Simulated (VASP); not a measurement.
A run of VASP 6.6.1 is set up as follows.

INCAR

```
SYSTEM = NaI
PREC = Accurate
ENCUT = 520
EDIFF = 1E-7
ISMEAR = 0
SIGMA = 0.02
LREAL = .False.
LASPH = .True.
NELM = 100
ALGO = Normal
ISIF = 2
LWAVE = .False.
LCHARG = .False.
LDIPOL = .True.
IDIPOL = 3
DIPOL = 0.5 0.5 0.289
GGA = PE
NBANDS = 22
```

The input KPOINTS:

```
Automatic mesh
0
Gamma
  6 6 1
  0 0 0
```

Contents of POSCAR:

```
NaI
1.0
    5.2090530464     -0.0000004277      0.0000000000
   -2.6045261528      4.5111724817      0.0000000000
    0.0000000000      0.0000000000     36.3725714800
Na I
2 2
Direct
    0.3333333333      0.6666666667      0.2102012781
    0.6666666667      0.3333333333      0.3671568559
    0.0000000000      0.0000000000      0.2103374001
    0.0000000000      0.0000000000      0.3670207340
```

Potentials or basis: VASP PAW PBE potentials, release 64 (Na_pv, I).

Run with:

```sh
$ cat potpaw_PBE.64/Na_pv/POTCAR potpaw_PBE.64/I/POTCAR > POTCAR
$ mpirun -np 1 vasp_std > vasp.out
```

(1) Predict the band gap on the k mesh.

Answers

(1) 3.82 eV, indirect (least direct gap 3.99 eV).

Caveat: spin-orbit coupling is left out, which moves the levels of the heavy elements.
